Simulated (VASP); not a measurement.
Input of a VASP 6.6.1 run:

File INCAR:

```
PREC = Accurate ; ENCUT = 520
EDIFF = 1E-7 ; ISMEAR = 0
SIGMA = 0.05 ; LREAL = F
LASPH = T ; NELM = 80
ALGO = Normal ; ISIF = 2
LWAVE = F ; LCHARG = F
GGA = PE ; NBANDS = 26
```

Contents of KPOINTS:

```
regular mesh
0
Gamma
  8 8 6
```

POSCAR

```
ZnS
1.0
    0.0000000000     -2.7046500000     -2.7046500000
    0.0000000000      2.7046500000     -2.7046500000
    5.4093000000      0.0000000000      0.0000000000
Zn S
2 2
Direct
    0.4215676578      0.5000000000      0.5000000000
    0.0784323422      0.0000000000      0.0000000000
   -0.0497650668      0.5000000000      0.2500000000
    0.5497650668      0.0000000000      0.7500000000
```

Potentials or basis: VASP PAW PBE potentials, release 64 (Zn, S).

Command:

```console
$ cat potpaw_PBE.64/Zn/POTCAR potpaw_PBE.64/S/POTCAR > POTCAR
$ mpirun -np 1 vasp_std > vasp.out
```

(1) Predict the largest force.

(2) What does it give for the pressure?

Results:

(1) 0.740 eV/Å.

(2) 0.8 GPa.

Caveat: the cell differs from its parent crystal (mode 4 (88.6 1/cm) frozen in, largest displacement -0.300 Å).
